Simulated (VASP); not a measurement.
# TePb (Fm-3m) in VASP: further runs

TePb is run at these levels: PBEsol, PBE, r2SCAN, LDA; tasks: single point.

All numbers are computed with VASP 6.6.1; they aren't measurements. Logs are shortened: lines on timing, memory, paths and dates and some standing lists are left out, and cuts for length are marked.

## 1. The cell of the first run

Symmetry: Fm-3m, No. 225, cubic system. The conventional cell has a = 6.444 Å, b = 6.444 Å, c = 6.444 Å, α = 90.00°, β = 90.00°, γ = 90.00°. Pb (site symmetry m-3m) has 6 Te at 3.22 Å within 4.2 Å. Within 4.2 Å of Te (site symmetry m-3m) lie 6 Pb at 3.22 Å.

## 2. Single point, PBEsol

File INCAR:

```
ALGO     = Normal         # electronic algorithm
EDIFF    = 1E-6           # SCF threshold, eV
ENCUT    = 520            # plane-wave cutoff, eV
GGA      = PS             # functional
ISIF     = 2              # what is computed and relaxed
ISMEAR   = -1             # smearing method
LASPH    = True           # aspherical terms in the spheres
LCHARG   = False          # write CHGCAR
LREAL    = False          # projectors in reciprocal space
LWAVE    = False          # write WAVECAR
NBANDS   = 17             # bands
NELM     = 100            # most SCF steps
PREC     = Accurate       # precision mode
SIGMA    = 0.02           # smearing width, eV
```

File KPOINTS:

```
k-points
0
Gamma
  6 6 6
```

File POSCAR:

```
TePb
1.0
    0.0000000000      3.2217969464      3.2217969464
    3.2217969464      0.0000000000      3.2217969464
    3.2217969464      3.2217969464      0.0000000000
Pb Te
1 1
Direct
    0.0000000000      0.0000000000      0.0000000000
    0.5000000000      0.5000000000      0.5000000000
```

Potentials or basis: VASP PAW PBE potentials, release 64 (Pb_d, Te).

Run with:

```bash
cat potpaw_PBE.64/Pb_d/POTCAR potpaw_PBE.64/Te/POTCAR > POTCAR
mpirun -np 1 vasp_std > vasp.out
```

OUTCAR:

```text
EDIFF = 1E-6
   ENCUT = 520
   GGA = PS
   ISIF = 2
   ISMEAR = -1
   LASPH = True
   LREAL = False
   NELM = 100
   PREC = Accurate

 ion  position               nearest neighbor table
   1  0.000  0.000  0.000-   2 3.22   2 3.22   2 3.22   2 3.22   2 3.22   2 3.22
   2  0.500  0.500  0.500-   1 3.22   1 3.22   1 3.22   1 3.22   1 3.22   1 3.22

  LATTYP: Found a face centered cubic cell.
 ALAT       =     6.4435938928

  Lattice vectors:

 A1 = (   0.0000000000,   3.2217969464,   3.2217969464)
 A2 = (   3.2217969464,   0.0000000000,   3.2217969464)
 A3 = (   3.2217969464,   3.2217969464,   0.0000000000)

Analysis of symmetry for initial positions (statically):
=====================================================================
 Subroutine PRICEL returns:
 Original cell was already a primitive cell.

 Routine SETGRP: Setting up the symmetry group for a
 face centered cubic supercell.

 Subroutine GETGRP returns: Found 48 space group operations
 (whereof 48 operations were pure point group operations)
 out of a pool of 48 trial point group operations.

The static configuration has the point symmetry O_h .

Analysis of symmetry for dynamics (positions and initial velocities):
=====================================================================
 Subroutine PRICEL returns:
 Original cell was already a primitive cell.

 Routine SETGRP: Setting up the symmetry group for a
 face centered cubic supercell.

 Subroutine GETGRP returns: Found 48 space group operations
 (whereof 48 operations were pure point group operations)
 out of a pool of 48 trial point group operations.

The dynamic configuration has the point symmetry O_h .

 Subroutine INISYM returns: Found 48 space group operations
 (whereof 48 operations are pure point group operations),
 and found     1 'primitive' translations

----------------------------------------------------------------------------------------

                                     Primitive cell

  volume of cell :      66.8843

  direct lattice vectors                    reciprocal lattice vectors
     0.000000000  3.221796946  3.221796946    -0.155192896  0.155192896  0.155192896
     3.221796946  0.000000000  3.221796946     0.155192896 -0.155192896  0.155192896
     3.221796946  3.221796946  0.000000000     0.155192896  0.155192896 -0.155192896

  length of vectors
     4.556308937  4.556308937  4.556308937     0.268801982  0.268801982  0.268801982

  position of ions in fractional coordinates (direct lattice)
     0.000000000  0.000000000  0.000000000
     0.500000000  0.500000000  0.500000000

  ion indices of the primitive-cell ions
   primitive index   ion index
                 1           1
                 2           2

----------------------------------------------------------------------------------------

 KPOINTS: k-points

Automatic generation of k-mesh.
 Grid dimensions read from file:
 generate k-points for:    6    6    6

 Generating k-lattice:

  Cartesian coordinates                     Fractional coordinates (reciprocal lattice)
    -0.025865483  0.025865483  0.025865483     0.166666667  0.000000000  0.000000000
     0.025865483 -0.025865483  0.025865483     0.000000000  0.166666667  0.000000000
     0.025865483  0.025865483 -0.025865483     0.000000000  0.000000000  0.166666667

  Length of vectors
     0.044800330  0.044800330  0.044800330

  Shift w.r.t. Gamma in fractional coordinates (k-lattice)
     0.000000000  0.000000000  0.000000000

 Subroutine IBZKPT returns following result:
 ===========================================

 Found     16 irreducible k-points:

 Following reciprocal coordinates:
            Coordinates               Weight
  0.000000  0.000000  0.000000      1.000000
  0.166667  0.000000  0.000000      8.000000
  0.333333  0.000000  0.000000      8.000000
  0.500000  0.000000  0.000000      4.000000
  0.166667  0.166667  0.000000      6.000000
  0.333333  0.166667  0.000000     24.000000
[... 8 lines left out ...]
 -0.333333  0.333333  0.166667     24.000000
 -0.333333  0.500000  0.166667     12.000000
   k-points           NKPTS =     16   k-points in BZ     NKDIM =     16   number of bands    NBANDS=     17
   number of dos      NEDOS =    301   number of ions     NIONS =      2
   total plane-waves  NPLWV =  46656
   dimension x,y,z NGX =    36 NGY =   36 NGZ =   36
   dimension x,y,z NGXF=    72 NGYF=   72 NGZF=   72
   ions per type =               1   1
   NGX,Y,Z   is equivalent  to a cutoff of  13.14, 13.14, 13.14 a.u.
   NGXF,Y,Z  is equivalent  to a cutoff of  26.27, 26.27, 26.27 a.u.
 SYSTEM =  unknown system
   PREC   = accura    normal or accurate (medium, high low for compatibility)
   ISTART =      0    job   : 0-new  1-cont  2-samecut
   ICHARG =      2    charge: 1-file 2-atom 10-const
   ISPIN  =      1    spin polarized calculation?
   LNONCOLLINEAR =      F non collinear calculations
   LSORBIT =      F    spin-orbit coupling
   LASPH  =      T    aspherical Exc in radial PAW
   ENCUT  =  520.0 eV  38.22 Ry    6.18 a.u.   8.47  8.47  8.47*2*pi/ulx,y,z
   NELM   =    100;   NELMIN=  2; NELMDL= -5     # of ELM steps
   EDIFF  = 0.1E-05   stopping-criterion for ELM
   LREAL  =      F    real-space projection
   EDIFFG = 0.1E-04   stopping-criterion for IOM
   NSW    =      0    number of steps for IOM
   IBRION =     -1    ionic relax: 0-MD 1-quasi-New 2-CG
   NFREE  =      0    steps in history (QN), initial steepest desc. (CG)
   ISIF   =      2    stress and relaxation
   ISYM   =      2    0-nonsym 1-usesym 2-fastsym
   POTIM  = 0.5000    time-step for ionic-motion
   TEBEG  =    0.0;   TEEND  =   0.0 temperature during run
   PSTRESS=    0.0 pullay stress
   NELECT =      20.0000    total number of electrons
   NUPDOWN=      -1.0000    fix difference up-down
   EMIN   =  10.00;   EMAX   =-10.00  energy-range for DOS
   EFERMI =   0.00;   METHOD = LEGACY
   ISMEAR =    -1;   SIGMA  =   0.02  broadening in eV -4-tet -1-fermi 0-gaus
   EFERMI_NEDOS =   21; number of points for ismear=-14 and -15
   IALGO  =     38    algorithm
   IMIX   =      4    mixing-type and parameters
     AMIX     =   0.40;   BMIX     =  1.00
     AMIX_MAG =   1.60;   BMIX_MAG =  1.00
  volume/ion in A,a.u.               =      33.44       225.68
  Fermi-wavevector in a.u.,A,eV,Ry     =   1.094738  2.068754 16.305905  1.198450
  Thomas-Fermi vector in A             =   2.231048
   LORBIT       =      0    0 simple, 1 ext, 2 COOP (PROOUT), +10 PAW based schemes
   GGA     = PS    functional components
   LHFCALC =     F    Hartree Fock is set to
   AEXX    =    0.0000 exact exchange contribution
   IVDW    =     0    specifies the selected vdW correction
   LEPSILON=     F    determine dielectric tensor
   LRPA    =     F    only Hartree local field effects (RPA)
 non-spin polarized calculation
  energy-cutoff  :      520.00
  volume of cell :       66.88
 maximum number of plane-waves:      1820
 NGX is ok and might be reduce to    36
   NGX = 17   NGY = 17   NGZ = 17

 number of electron      20.0000002 magnetization

 Free energy of the ion-electron system (eV)
  ---------------------------------------------------
  ext. energy  EPLUGINS =         0.00000000
  ---------------------------------------------------
  free energy    TOTEN  =        -8.26005789 eV

  energy without entropy =       -8.26005789  energy(sigma->0) =       -8.26005789

 E-fermi :   5.8967     XC(G=0):  -9.5090

 val. band max:        5.5715476865   @ k =   0.5000   0.0000   0.0000
 cond. band min:       6.2216201832   @ k =   0.5000   0.0000   0.0000
 fundamental gap:      0.6500724967
 Fermi energy:         5.8967278835

 k-point     1 :       0.0000    0.0000    0.0000
  band No.  band energies     occupation
      1     -11.0735      2.00000
      2     -11.0735      2.00000
      3     -11.0619      2.00000
      4     -11.0619      2.00000
      5     -11.0619      2.00000
      6      -6.5345      2.00000
[... 9 lines left out ...]
     16      11.3090      0.00000
     17      12.7742      0.00000

 k-point     2 :       0.1667    0.0000    0.0000
  band No.  band energies     occupation
      1     -11.0769      2.00000
      2     -11.0769      2.00000
      3     -11.0612      2.00000
      4     -11.0578      2.00000
      5     -11.0578      2.00000
      6      -6.2945      2.00000
[... 9 lines left out ...]
     16      11.8223      0.00000
     17      14.4781      0.00000

 k-point     3 :       0.3333    0.0000    0.0000
  band No.  band energies     occupation
      1     -11.0850      2.00000
      2     -11.0850      2.00000
      3     -11.0600      2.00000
      4     -11.0484      2.00000
      5     -11.0484      2.00000
      6      -5.6376      2.00000
[... 9 lines left out ...]
     16      13.1952      0.00000
     17      16.5332      0.00000

 k-point     4 :       0.5000    0.0000    0.0000
  band No.  band energies     occupation
      1     -11.0892      2.00000
      2     -11.0892      2.00000
      3     -11.0596      2.00000
      4     -11.0435      2.00000
      5     -11.0435      2.00000
      6      -5.0707      2.00000
[... 9 lines left out ...]
     16      14.8072      0.00000
     17      14.8072      0.00000
[... 183 lines left out ...]
      1     -11.1092      2.00000
      2     -11.0754      2.00000
      3     -11.0618      2.00000
      4     -11.0456      2.00000
      5     -11.0418      2.00000
      6      -5.1568      2.00000
[... 9 lines left out ...]
     16      14.5983      0.00000
     17      15.1107      0.00000

 k-point    15 :      -0.3333    0.3333    0.1667
  band No.  band energies     occupation
      1     -11.1126      2.00000
      2     -11.0784      2.00000
      3     -11.0544      2.00000
      4     -11.0518      2.00000
      5     -11.0379      2.00000
      6      -4.7640      2.00000
[... 9 lines left out ...]
     16      15.8218      0.00000
     17      15.9685      0.00000

 k-point    16 :      -0.3333    0.5000    0.1667
  band No.  band energies     occupation
      1     -11.1267      2.00000
      2     -11.0709      2.00000
      3     -11.0634      2.00000
      4     -11.0443      2.00000
      5     -11.0342      2.00000
      6      -4.6944      2.00000
[... 9 lines left out ...]
     16      16.3146      0.00000
     17      17.0951      0.00000

------------------------ aborting loop because EDIFF is reached ----------------------------------------

  FORCE on cell =-STRESS in cart. coord.  units (eV):
  Direction    XX          YY          ZZ          XY          YZ          ZX
  --------------------------------------------------------------------------------------
  -------------------------------------------------------------------------------------
  Total       -0.0158540     -0.0158540     -0.0158540      0.0000000     -0.0000000     -0.0000000
  in kB       -0.3797747     -0.3797747     -0.3797747      0.0000000     -0.0000000     -0.0000000
  external PRESSURE =      -0.3797747 kB  Pullay stress =       0.0000000 kB

 VOLUME and BASIS-vectors are now :
 -----------------------------------------------------------------------------
  energy-cutoff  :      520.00
  volume of cell :       66.88
      direct lattice vectors                 reciprocal lattice vectors
     0.000000000  3.221796946  3.221796946    -0.155192896  0.155192896  0.155192896
     3.221796946  0.000000000  3.221796946     0.155192896 -0.155192896  0.155192896
     3.221796946  3.221796946  0.000000000     0.155192896  0.155192896 -0.155192896

 POSITION                                       TOTAL-FORCE (eV/Angst)
 -----------------------------------------------------------------------------------
      0.00000      0.00000      0.00000         0.000000      0.000000      0.000000
      3.22180      3.22180      3.22180         0.000000      0.000000     -0.000000
 -----------------------------------------------------------------------------------
    total drift:                               -0.000000      0.000000      0.000000

  FREE ENERGIE OF THE ION-ELECTRON SYSTEM (eV)
  ---------------------------------------------------
  free  energy   TOTEN  =        -8.2600578941 eV

  energy  without entropy=       -8.2600578918  energy(sigma->0) =       -8.26005789
```

It took 9.3 s on 1 thread of Intel Xeon 6975P-C (Granite Rapids), shared host; peak memory 0.2 GiB.

Results:

```yaml
Free_energy: -8.2601 eV
Pressure: 0.0 GPa
Band_gap_on_the_k_mesh: 0.65 eV, direct
```

Caveat: the PAW data sets were made with another functional, which shifts forces and pressure a little; spin-orbit coupling is left out, which moves the levels of the heavy elements. A k mesh can miss the band edges.

## 3. Single point, PBE

This run uses another cell than the first one, of 35.44 Å³/atom, 1.060 times its volume.

File INCAR:

```
ALGO = Normal
EDIFF = 1E-6
ENCUT = 520
GGA = PE
ISIF = 2
ISMEAR = -1
LASPH = True
LCHARG = True
LELF = True
LREAL = False
LVHAR = True
LWAVE = False
NBANDS = 17
NELM = 100
PREC = Accurate
SIGMA = 0.02
```

KPOINTS is that of step 2.

File POSCAR:

```
TePb
1.0
    0.0000000000      3.2846542175      3.2846542175
    3.2846542175      0.0000000000      3.2846542175
    3.2846542175      3.2846542175      0.0000000000
Pb Te
1 1
Direct
    0.0000000000      0.0000000000      0.0000000000
    0.5000000000      0.5000000000      0.5000000000
```

Potentials or basis: VASP PAW PBE potentials, release 64 (Pb_d, Te).

Run with:

```bash
cat potpaw_PBE.64/Pb_d/POTCAR potpaw_PBE.64/Te/POTCAR > POTCAR
mpirun -np 1 vasp_std > vasp.out
```

Wall time 9.7 s (1 thread of Intel Xeon 6975P-C (Granite Rapids), shared host); peak memory 0.2 GiB.

The run converged. Its results:

| Property | Result |
| --- | --- |
| Free energy | -7.5239 eV |
| Pressure | -0.1 GPa |
| Band gap on the k mesh | 0.83 eV, direct |

Levels at points of the mesh, in eV from the valence-band top:
| k point | band 8 | band 9 | band 10 | band 11 | band 12 | band 13 |
| --- | --- | --- | --- | --- | --- | --- |
| (0.00, 0.00, 0.00) | -1.16 | -1.16 | -1.16 | 4.03 | 4.03 | 4.03 |
| (0.50, 0.00, 0.00) | -0.73 | -0.73 | 0.00 | 0.83 | 1.40 | 1.40 |
| (0.50, 0.50, 0.00) | -4.11 | -2.51 | -2.51 | 3.51 | 5.30 | 5.30 |

Caveat: spin-orbit coupling is left out, which moves the levels of the heavy elements.

## 4. Single point, r2SCAN

This run uses another cell than the first one, of 34.90 Å³/atom, 1.043 times its volume.

File POSCAR:

```
TePb
1.0
    0.0000000000      3.2678368411      3.2678368411
    3.2678368411      0.0000000000      3.2678368411
    3.2678368411      3.2678368411      0.0000000000
Pb Te
1 1
Direct
    0.0000000000      0.0000000000      0.0000000000
    0.5000000000      0.5000000000      0.5000000000
```

File INCAR.step1:

```
  PREC = Accurate
  ENCUT = 520
  ISMEAR = -1
  SIGMA = 0.02
  LREAL = False
  LASPH = True
  NELM = 60
  NBANDS = 17
  GGA = PE
  ALGO = Normal
  EDIFF = 1E-4
  LWAVE = True
  LCHARG = False
```

File INCAR.step2:

```
  PREC = Accurate
  ENCUT = 520
  EDIFF = 1E-6
  ISMEAR = -1
  SIGMA = 0.02
  LREAL = False
  LASPH = True
  NELM = 60
  ALGO = Normal
  ISIF = 2
  LWAVE = False
  LCHARG = True
  METAGGA = R2SCAN
  LMIXTAU = True
  LELF = True
  LVHAR = True
  NBANDS = 17
  ISTART = 1
```

File KPOINTS:

```
Automatic mesh
0
Gamma
  6 6 6
```

Run with:

```bash
cat potpaw_PBE.64/Pb_d/POTCAR potpaw_PBE.64/Te/POTCAR > POTCAR
cp INCAR.step1 INCAR
mpirun -np 1 vasp_std > vasp.out
cp INCAR.step2 INCAR
mpirun -np 1 vasp_std > vasp.out
```

It took 34 s on 1 thread of Intel Xeon 6975P-C (Granite Rapids), shared host; peak memory 0.22 GiB.

It converged, with:

* Free energy: -82.7064 eV
* Pressure: 0.0 GPa
* Band gap on the k mesh: 1.09 eV, direct

Levels at points of the mesh, in eV from the valence-band top:
| k point | band 7 | band 8 | band 9 | band 10 | band 11 | band 12 | band 13 | band 14 |
| --- | --- | --- | --- | --- | --- | --- | --- | --- |
| (0.00, 0.00, 0.00) | -5.72 | -1.35 | -1.35 | -1.35 | 4.32 | 4.32 | 4.32 | 6.27 |
| (0.50, 0.00, 0.00) | -8.71 | -0.90 | -0.90 | 0.00 | 1.09 | 1.51 | 1.51 | 8.91 |
| (0.50, 0.50, 0.00) | -7.44 | -4.41 | -2.76 | -2.76 | 3.74 | 5.71 | 5.71 | 6.97 |

Caveat: the PAW data sets were made with another functional, which shifts forces and pressure a little; spin-orbit coupling is left out, which moves the levels of the heavy elements. A k mesh can miss the band edges.

## 5. Single point, PBE

This run uses another cell than the first one, of 34.90 Å³/atom, 1.043 times its volume.

File INCAR:

```
SYSTEM = TePb
ALGO = Normal
EDIFF = 1E-7
ENCUT = 520
GGA = PE
ISIF = 2
ISMEAR = -1
LASPH = .True.
LCHARG = .False.
LREAL = .False.
LWAVE = .False.
NBANDS = 17
NELM = 60
PREC = Accurate
SIGMA = 0.02
```

File KPOINTS:

```
k-points
0
Gamma
  8 8 8
  0 0 0
```

POSCAR is that of step 4.

Run with:

```bash
cat potpaw_PBE.64/Pb_d/POTCAR potpaw_PBE.64/Te/POTCAR > POTCAR
mpirun -np 1 vasp_std > vasp.out
```

Wall time 16 s (1 thread of Intel Xeon 6975P-C (Granite Rapids), shared host); peak memory 0.21 GiB.

The run converged. Its results:

```
Free energy            : -7.5209 eV
Pressure               : 0.6 GPa
Band gap on the k mesh : 0.80 eV, direct
```

Levels at points of the mesh, in eV from the valence-band top:
```csv
k point,band 7,band 8,band 9,band 10,band 11,band 12,band 13,band 14
"(0.00, 0.00, 0.00)",-5.67,-1.21,-1.21,-1.21,4.04,4.04,4.04,5.88
"(0.50, 0.00, 0.00)",-8.41,-0.78,-0.78,0.00,0.80,1.36,1.36,8.36
"(0.50, 0.50, 0.00)",-7.24,-4.23,-2.60,-2.60,3.44,5.36,5.36,6.52
```

Caveat: spin-orbit coupling is left out, which moves the levels of the heavy elements.

(Continued in part 2 of 2.)
